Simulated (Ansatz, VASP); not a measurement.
# SiC: VASP beside Ansatz

Contents of INCAR:

```
  PREC = Accurate
  ENCUT = 520
  EDIFF = 1E-6
  ISMEAR = -1
  SIGMA = 0.05
  LREAL = F
  LASPH = T
  NELM = 80
  ALGO = Normal
  ISIF = 2
  LWAVE = F
  LCHARG = F
  GGA = RE
  NBANDS = 16
```

Contents of KPOINTS:

```
regular mesh
0
Gamma
  10 10 5
```

The input POSCAR:

```
SiC
1.0
    3.0553550827      0.0000000000      0.0000000000
   -1.5276775413      2.6460151191      0.0000000000
    0.0000000000      0.0000000000      5.0141197845
Si C
2 2
Direct
    0.6666666667      0.3333333333      0.5000000000
    0.3333333333      0.6666666667      0.0000000000
    0.6666666667      0.3333333333      0.8850000000
    0.3333333333      0.6666666667      0.3850000000
```

File input.yaml:

```yaml
crystal:
  lattice:
    - [3.0553550827, 0.0, 0.0]
    - [-1.5276775413, 2.6460151191, 0.0]
    - [0.0, 0.0, 5.0141197845]
  atoms:
    - { symbol: Si, position: [0.6666666667, 0.3333333333, 0.5] }
    - { symbol: Si, position: [0.3333333333, 0.6666666667, 0.0] }
    - { symbol: C, position: [0.6666666667, 0.3333333333, 0.885] }
    - { symbol: C, position: [0.3333333333, 0.6666666667, 0.385] }
hamiltonian:
  xc: revpbe
  pseudopotentials: { kind: paw }
kpoints:
  mp_grid: { grid: [10, 10, 5] }
scf:
  occupations: { method: fermi_dirac, width: 0.05 }
output:
  forces: true
  stress: true
  eigenvalues: true
  write_density: true
  write_potential: true
  elf: true
  volumetric_format: npy
```

Alike in both runs: task single point; functional revPBE; k mesh 10 × 10 × 5; occupations fermi-dirac, width 0.05 eV; no spin polarisation.

|  | VASP | Ansatz |
| --- | --- | --- |
| version | VASP 6.6.1 | Ansatz 0.2.0 |
| potentials or method | VASP PAW PBE potentials, release 64 (Si, C) | Ansatz PAW |
| plane-wave cutoff (eV) | 520 | 420 |
| valence electrons in the cell | 16 | 16 |

```tsv
	VASP	Ansatz	Ansatz less VASP
gap on the k mesh at the Fermi level (eV)	2.47	2.47	+0.005
least direct gap on the mesh (eV)	4.14	4.15	+0.013
pressure (GPa)	10.6	11.0	+0.44
traceless stress, the component that is largest in VASP (GPa)	-4.00	-4.03	-0.031
rms of the force components (eV/Å)	0.456	0.457	+0.0013
```

VASP's potentials were made for PBE, not for revPBE. Atom by atom the forces differ by 0.001 eV/Å (rms over components).

Noted on Ansatz's run: odd divisions of the mesh miss points on the zone boundary, where band edges often lie, so the gap on the mesh can be too wide.
